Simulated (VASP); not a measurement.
# Al12N in VASP: further runs, part 2 of 2

VASP 6.6.1. Earlier steps stand in the parts before.

## (5) Single point, LDA

INCAR reads:

```
SYSTEM = Al12N
  PREC = Accurate
  ENCUT = 520
  EDIFF = 1E-6
  ISMEAR = 0
  SIGMA = 0.1
  LREAL = .False.
  LASPH = .True.
  NELM = 60
  ALGO = Normal
  ISIF = 2
  LWAVE = .False.
  LCHARG = .True.
  LDIPOL = .True.
  IDIPOL = 3
  DIPOL = 0.5 0.5 0.321
  GGA = CA
  LELF = .True.
  LVHAR = .True.
  LVACPOTAV = .True.
  NBANDS = 32
```

KPOINTS reads:

```
regular mesh
0
Gamma
  5 5 1
  0 0 0
```

POSCAR reads:

```
Al12N
1.0
    5.6336864727      0.0000000000      0.0000000000
    0.0000000000      5.6336864727      0.0000000000
    0.0000000000      0.0000000000     19.6042970528
Al N
12 1
Direct
    0.2500000000      0.2500000000      0.2040369001
    0.2500000000      0.7500000000      0.2040369001
    0.7500000000      0.2500000000      0.2040369001
    0.7500000000      0.7500000000      0.2040369001
    0.0000000000      0.0000000000      0.3086956402
    0.0000000000      0.5000000000      0.3086956402
    0.5000000000      0.0000000000      0.3086956402
    0.5000000000      0.5000000000      0.3086956402
    0.2500000000      0.2500000000      0.4133939121
    0.2500000000      0.7500000000      0.4133939121
    0.7500000000      0.2500000000      0.4133939121
    0.7500000000      0.7500000000      0.4133939121
    0.3333333333      0.5000000000      0.4624293642
```

Potentials or basis: VASP PAW LDA potentials, release 64 (Al, N).

Run with:

```sh
> cat potpaw_LDA.64/Al/POTCAR potpaw_LDA.64/N/POTCAR > POTCAR
> mpirun -np 1 vasp_std > vasp.out
```

OUTCAR:

```text
SYSTEM = Al12N
   PREC = Accurate
   ENCUT = 520
   EDIFF = 1E-6
   ISMEAR = 0
   LREAL = .False.
   LASPH = .True.
   NELM = 60
   ISIF = 2
   GGA = CA

 ion  position               nearest neighbor table
   1  0.250  0.250  0.204-   2 2.82   3 2.82   2 2.82   3 2.82   7 2.86   8 2.86   5 2.86   6 2.86

   2  0.250  0.750  0.204-   1 2.82   4 2.82   1 2.82   4 2.82   7 2.86   8 2.86   5 2.86   6 2.86

   3  0.750  0.250  0.204-   1 2.82   4 2.82   4 2.82   1 2.82   7 2.86   8 2.86   5 2.86   6 2.86
[... 4 lines left out ...]
                            11 2.86  12 2.86   9 2.86  10 2.86
   6  0.000  0.500  0.309-   5 2.82   8 2.82   5 2.82   8 2.82   1 2.86   2 2.86   3 2.86   4 2.86
                            11 2.86  12 2.86   9 2.86  10 2.86
   7  0.500  0.000  0.309-   5 2.82   8 2.82   8 2.82   5 2.82   1 2.86   2 2.86   3 2.86   4 2.86
                            11 2.86  12 2.86   9 2.86  10 2.86
   8  0.500  0.500  0.309-   6 2.82   7 2.82   7 2.82   6 2.82   1 2.86   2 2.86   3 2.86   4 2.86
                            11 2.86  12 2.86   9 2.86  10 2.86
   9  0.250  0.250  0.413-  13 1.77  11 2.82  10 2.82  10 2.82  11 2.82   6 2.86   7 2.86   8 2.86
                             5 2.86
  10  0.250  0.750  0.413-  13 1.77  12 2.82   9 2.82   9 2.82  12 2.82   6 2.86   7 2.86   8 2.86
                             5 2.86
  11  0.750  0.250  0.413-   9 2.82  12 2.82  12 2.82   9 2.82   5 2.86   6 2.86   7 2.86   8 2.86

  12  0.750  0.750  0.413-  10 2.82  11 2.82  11 2.82  10 2.82   5 2.86   6 2.86   7 2.86   8 2.86

  13  0.333  0.500  0.462-   9 1.77  10 1.77

  LATTYP: Found a simple tetragonal cell.
 ALAT       =     5.6336864727
 C/A-ratio  =     3.4798345893

  Lattice vectors:

 A1 = (   5.6336864727,   0.0000000000,   0.0000000000)
 A2 = (   0.0000000000,   5.6336864727,   0.0000000000)
 A3 = (   0.0000000000,   0.0000000000,  19.6042970528)

Analysis of symmetry for initial positions (statically):
=====================================================================
 Subroutine PRICEL returns:
 Original cell was already a primitive cell.

 Routine SETGRP: Setting up the symmetry group for a
 simple tetragonal supercell.

 Subroutine GETGRP returns: Found  2 space group operations
 (whereof  2 operations were pure point group operations)
 out of a pool of 16 trial point group operations.

The static configuration has the point symmetry C_1h.

Analysis of symmetry for dynamics (positions and initial velocities):
=====================================================================
 Subroutine PRICEL returns:
 Original cell was already a primitive cell.

 Routine SETGRP: Setting up the symmetry group for a
 simple tetragonal supercell.

 Subroutine GETGRP returns: Found  2 space group operations
 (whereof  2 operations were pure point group operations)
 out of a pool of 16 trial point group operations.

The dynamic configuration has the point symmetry C_1h.

 Subroutine INISYM returns: Found  2 space group operations
 (whereof  2 operations are pure point group operations),
 and found     1 'primitive' translations

----------------------------------------------------------------------------------------

                                     Primitive cell

  volume of cell :     622.2095

  direct lattice vectors                    reciprocal lattice vectors
[... 86 lines left out ...]
   ICHARG =      2    charge: 1-file 2-atom 10-const
   ISPIN  =      1    spin polarized calculation?
   LNONCOLLINEAR =      F non collinear calculations
   LSORBIT =      F    spin-orbit coupling
   LASPH  =      T    aspherical Exc in radial PAW
   ENCUT  =  520.0 eV  38.22 Ry    6.18 a.u.  10.47 10.47 36.45*2*pi/ulx,y,z
   NELM   =     60;   NELMIN=  2; NELMDL= -5     # of ELM steps
   EDIFF  = 0.1E-05   stopping-criterion for ELM
   LREAL  =      F    real-space projection
   EDIFFG = 0.1E-04   stopping-criterion for IOM
   NSW    =      0    number of steps for IOM
   IBRION =     -1    ionic relax: 0-MD 1-quasi-New 2-CG
   NFREE  =      0    steps in history (QN), initial steepest desc. (CG)
   ISIF   =      2    stress and relaxation
   ISYM   =      2    0-nonsym 1-usesym 2-fastsym
   POTIM  = 0.5000    time-step for ionic-motion
   TEBEG  =    0.0;   TEEND  =   0.0 temperature during run
   PSTRESS=    0.0 pullay stress
   NELECT =      41.0000    total number of electrons
   NUPDOWN=      -1.0000    fix difference up-down
   EMIN   =  10.00;   EMAX   =-10.00  energy-range for DOS
   EFERMI =   0.00;   METHOD = LEGACY
   ISMEAR =     0;   SIGMA  =   0.10  broadening in eV -4-tet -1-fermi 0-gaus
   EFERMI_NEDOS =   21; number of points for ismear=-14 and -15
   IALGO  =     38    algorithm
   IMIX   =      4    mixing-type and parameters
     AMIX     =   0.40;   BMIX     =  1.00
     AMIX_MAG =   1.60;   BMIX_MAG =  1.00
  volume/ion in A,a.u.               =      47.86       322.99
  Fermi-wavevector in a.u.,A,eV,Ry     =   0.661237  1.249557  5.948937  0.437235
  Thomas-Fermi vector in A             =   1.733934
   LORBIT       =      0    0 simple, 1 ext, 2 COOP (PROOUT), +10 PAW based schemes
   GGA     = CA    functional components
   LHFCALC =     F    Hartree Fock is set to
   AEXX    =    0.0000 exact exchange contribution
   IVDW    =     0    specifies the selected vdW correction
   LEPSILON=     F    determine dielectric tensor
   LRPA    =     F    only Hartree local field effects (RPA)
 non-spin polarized calculation
 Gauss-broadening in eV      SIGMA  =   0.10
  energy-cutoff  :      520.00
  volume of cell :      622.21
 maximum number of plane-waves:     16799
 NGX is ok and might be reduce to    42
   NGX = 21   NGY = 21   NGZ = 73

 dipolmoment           0.000000      0.000000     -0.144081 electrons x Angstroem

 number of electron      41.0000002 magnetization

 dipolmoment           0.000000      0.000000      0.147137 electrons x Angstroem

 Free energy of the ion-electron system (eV)
  ---------------------------------------------------
  ext. energy  EPLUGINS =         0.00000000
  ---------------------------------------------------
  free energy    TOTEN  =       -54.50757399 eV

  energy without entropy =      -54.47134280  energy(sigma->0) =      -54.48945840

 E-fermi :  -0.7232     XC(G=0):  -4.3729

 val. band max:       -0.7433868245   @ k =   0.4000   0.4000   0.0000
 cond. band min:      -0.7096647436   @ k =   0.4000   0.2000   0.0000
 fundamental gap:      0.0337220809
 Fermi energy:        -0.7231599158

 k-point     1 :       0.0000    0.0000    0.0000
  band No.  band energies     occupation
      1     -14.4164      2.00000
      2     -10.9813      2.00000
      3      -8.6244      2.00000
      4      -6.7882      2.00000
      5      -6.6568      2.00000
      6      -6.5589      2.00000
[... 304 lines left out ...]
     31       2.1438      0.00000
     32       2.6173      0.00000

------------------------ aborting loop because EDIFF is reached ----------------------------------------

  FORCE on cell =-STRESS in cart. coord.  units (eV):
  Direction    XX          YY          ZZ          XY          YZ          ZX
  --------------------------------------------------------------------------------------
  -------------------------------------------------------------------------------------
  Total       -5.6688382     -8.6143847      0.3992878      0.0000000      0.0000000      0.6590020
  in kB      -14.5971483    -22.1818733      1.0281584      0.0000000      0.0000000      1.6969174
  external PRESSURE =     -11.9169544 kB  Pullay stress =       0.0000000 kB

 VOLUME and BASIS-vectors are now :
 -----------------------------------------------------------------------------
  energy-cutoff  :      520.00
  volume of cell :      622.21
      direct lattice vectors                 reciprocal lattice vectors
     5.633686473  0.000000000  0.000000000     0.177503666  0.000000000  0.000000000
     0.000000000  5.633686473  0.000000000     0.000000000  0.177503666  0.000000000
     0.000000000  0.000000000 19.604297053     0.000000000  0.000000000  0.051009225

 POSITION                                       TOTAL-FORCE (eV/Angst)
 -----------------------------------------------------------------------------------
      1.40842      1.40842      4.00000        -0.009608     -0.159644      0.072562
      1.40842      4.22526      4.00000        -0.009608      0.159644      0.072562
      4.22526      1.40842      4.00000         0.018353      0.008860     -0.012216
      4.22526      4.22526      4.00000         0.018353     -0.008860     -0.012216
      0.00000      0.00000      6.05176        -0.067233      0.000000     -0.100175
      0.00000      2.81684      6.05176        -0.203757      0.000000     -0.185776
      2.81684      0.00000      6.05176         0.136509      0.000000      0.110822
      2.81684      2.81684      6.05176         0.172109      0.000000     -0.221484
      1.40842      1.40842      8.10430        -0.377303     -0.661769      0.085522
      1.40842      4.22526      8.10430        -0.377303      0.661769      0.085522
      4.22526      1.40842      8.10430        -0.070598     -0.070093      0.002593
      4.22526      4.22526      8.10430        -0.070598      0.070093      0.002593
      1.87790      2.81684      9.06560         0.840685      0.000000      0.099691
 -----------------------------------------------------------------------------------
    total drift:                               -0.000076      0.000000     -0.000114

  FREE ENERGIE OF THE ION-ELECTRON SYSTEM (eV)
  ---------------------------------------------------
  free  energy   TOTEN  =       -54.5075739939 eV

  energy  without entropy=      -54.4713427983  energy(sigma->0) =      -54.48945840

 vacuum level on the upper side and lower side of the slab         4.620         3.781
```

Run time: 5.7 min. Hardware: 1 thread of Intel Xeon Platinum 8488C (Sapphire Rapids), shared host; peak memory 0.49 GiB.

Results:

| Property | Result |
| --- | --- |
| Free energy | -54.5076 eV |
| Largest force | 0.847 eV/Å |

Forces on the atoms (eV/Å):
```
Al  -0.010 -0.160  0.073
Al  -0.010  0.160  0.073
Al   0.018  0.009 -0.012
Al   0.018 -0.009 -0.012
Al  -0.067  0.000 -0.100
Al  -0.204  0.000 -0.186
Al   0.137  0.000  0.111
Al   0.172  0.000 -0.221
Al  -0.377 -0.662  0.086
Al  -0.377  0.662  0.086
Al  -0.071 -0.070  0.003
Al  -0.071  0.070  0.003
N    0.841  0.000  0.100
```

Levels at points of the mesh, in eV from the Fermi level:
```csv
k point,band 17,band 18,band 19,band 20,band 21,band 22,band 23,band 24
"(0.00, 0.00, 0.00)",-1.60,-1.08,-0.82,-0.50,-0.33,-0.22,-0.04,0.22
```
